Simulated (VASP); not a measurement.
Here is a VASP 6.6.1 calculation.

The input POSCAR:

```
KCl
1.0
    3.7711682852      0.0000000000      0.0000000000
    0.0000000000      3.7711682852      0.0000000000
    0.0000000000      0.0000000000      3.7711682852
K Cl
1 1
Direct
    0.0000000000      0.0000000000      0.0000000000
    0.5000000000      0.5000000000      0.5000000000
```

File INCAR.step1:

```
ALGO     = Normal         # electronic algorithm
EDIFF    = 1E-4           # SCF threshold, eV
ENCUT    = 520            # plane-wave cutoff, eV
GGA      = PE             # functional
ISMEAR   = 0              # smearing method
LASPH    = T              # aspherical terms in the spheres
LCHARG   = F              # write CHGCAR
LREAL    = F              # projectors in reciprocal space
LWAVE    = T              # write WAVECAR
NBANDS   = 15             # bands
NELM     = 100            # most SCF steps
PREC     = Accurate       # precision mode
SIGMA    = 0.01           # smearing width, eV
```

The input INCAR.step2:

```
ALGO     = Normal         # electronic algorithm
EDIFF    = 1E-6           # SCF threshold, eV
ENCUT    = 520            # plane-wave cutoff, eV
ISIF     = 2              # what is computed and relaxed
ISMEAR   = 0              # smearing method
ISTART   = 1            
LASPH    = T              # aspherical terms in the spheres
LCHARG   = F              # write CHGCAR
LMIXTAU  = T            
LREAL    = F              # projectors in reciprocal space
LWAVE    = F              # write WAVECAR
METAGGA  = R2SCAN         # meta-GGA
NBANDS   = 15             # bands
NELM     = 100            # most SCF steps
PREC     = Accurate       # precision mode
SIGMA    = 0.01           # smearing width, eV
```

File KPOINTS:

```
k-points
0
Gamma
  4 4 4
```

Potentials or basis: VASP PAW PBE potentials, release 64 (K_sv, Cl).

The run is started by

```sh
$ cat potpaw_PBE.64/K_sv/POTCAR potpaw_PBE.64/Cl/POTCAR > POTCAR
$ cp INCAR.step1 INCAR
$ mpirun -np 1 vasp_std > vasp.out
$ cp INCAR.step2 INCAR
$ mpirun -np 1 vasp_std > vasp.out
```

Task: Predict the band gap on the k mesh.

Result: 5.81 eV, indirect (least direct gap 6.02 eV).

Task: What does it give for the pressure?

Result: 0.0 GPa.

Caveat: the PAW data sets were made with another functional, which shifts forces and pressure a little. r2SCAN opens gaps a little over a GGA but as a rule still falls short of measured ones.
